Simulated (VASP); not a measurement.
The system is Ru.

```
Ru
1.0
     2.40226    0.00000    0.00000
    -1.20113    2.08041    0.00000
     0.00000    0.00000    3.83759
Ru
2
Cartesian
  0.0000 1.3869 0.9594
  1.2011 0.6935 2.8782
```

This cell differs from its parent crystal: volume scaled by 0.72.

Base run:

| Quantity | Value |
| --- | --- |
| Program | VASP 6.6.1 |
| Functional | PBEsol |
| Potentials or basis | VASP PAW PBE potentials, release 64 (Ru_sv) |
| Cutoff | 600 eV |
| k mesh | 18 × 18 × 10 |
| Occupations | fermi-dirac, width 0.05 eV |
| Spin | no spin polarisation |

Its results: band gap on the k mesh zero (band 16 reaches 26.06 eV, above the bottom of band 17 at 20.66 eV); pressure 243.3 GPa.

Task: The run is repeated on the same cell with these changes: potentials or basis from VASP PAW PBE potentials, release 64 (Ru_sv) to VASP PAW PBE potentials, release 64 (Ru_pv); cutoff from 600 eV to 520 eV; further incar settings from ALGO = Normal; EDIFF = 1e-06; NBANDS = 23 to ALGO = Normal; EDIFF = 1e-06; NBANDS = 21; valence electrons from 32 to 28. What comes out?

Result: Band gap on the k mesh zero (band 14 reaches 22.81 eV, above the bottom of band 15 at 17.40 eV); pressure 247.1 GPa.

Caveats: the PAW data sets were made with another functional, which shifts forces and pressure a little.
